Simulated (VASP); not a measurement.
Here is a VASP 6.6.1 calculation.

POSCAR

```
C
1.0
    2.5031953547      0.0000000000      0.0000000000
   -1.2515976774      2.1678307678      0.0000000000
    0.0000000000      0.0000000000      4.1688692743
C
4
Direct
    0.3333333333      0.6666666667      0.0002313159
    0.6666666667      0.3333333333      0.5002313159
    0.3333333333      0.6666666667      0.3747686841
    0.6666666667      0.3333333333      0.8747686841
```

File INCAR.step1:

```
SYSTEM = C
PREC = Accurate ; ENCUT = 520
EDIFF = 1E-5 ; ISMEAR = 0
SIGMA = 0.01 ; LREAL = .FALSE.
LASPH = .TRUE. ; NELM = 60
ALGO = Normal ; ISIF = 2
LWAVE = .TRUE. ; LCHARG = .FALSE.
NBANDS = 16 ; GGA = PE
```

Contents of INCAR.step2:

```
SYSTEM = C
PREC = Accurate ; ENCUT = 520
EDIFF = 1E-6 ; ISMEAR = 0
SIGMA = 0.01 ; LREAL = .FALSE.
LASPH = .TRUE. ; NELM = 60
ALGO = Normal ; ISIF = 2
LWAVE = .FALSE. ; LCHARG = .FALSE.
GGA = PE ; LHFCALC = .TRUE.
AEXX = 1.0 ; ALDAC = 0.0
AGGAC = 0.0 ; PRECFOCK = Normal
NBANDS = 16 ; ISTART = 1
```

The input KPOINTS:

```
regular mesh
0
G
  9 9 4
  0 0 0
```

Potentials or basis: VASP PAW PBE potentials, release 64 (C).

Command:

```sh
$ cat potpaw_PBE.64/C/POTCAR > POTCAR
$ cp INCAR.step1 INCAR
$ mpirun -np 1 vasp_std > vasp.out
$ cp INCAR.step2 INCAR
$ mpirun -np 1 vasp_std > vasp.out
```

Problem. Estimate the band gap on the k mesh.

Solution. 11.52 eV (least direct gap 14.07 eV).

Problem. Estimate the largest force.

Solution. 0.047 eV/Å.

Forces in eV/Å, atoms in the order of the input:
```
C    0.000  0.000 -0.047
C    0.000  0.000 -0.047
C    0.000  0.000  0.047
C    0.000  0.000  0.047
```

Caveat: the PAW data sets were made with another functional, which shifts forces and pressure a little; an odd mesh through Γ misses points on the zone boundary, where band edges can lie.
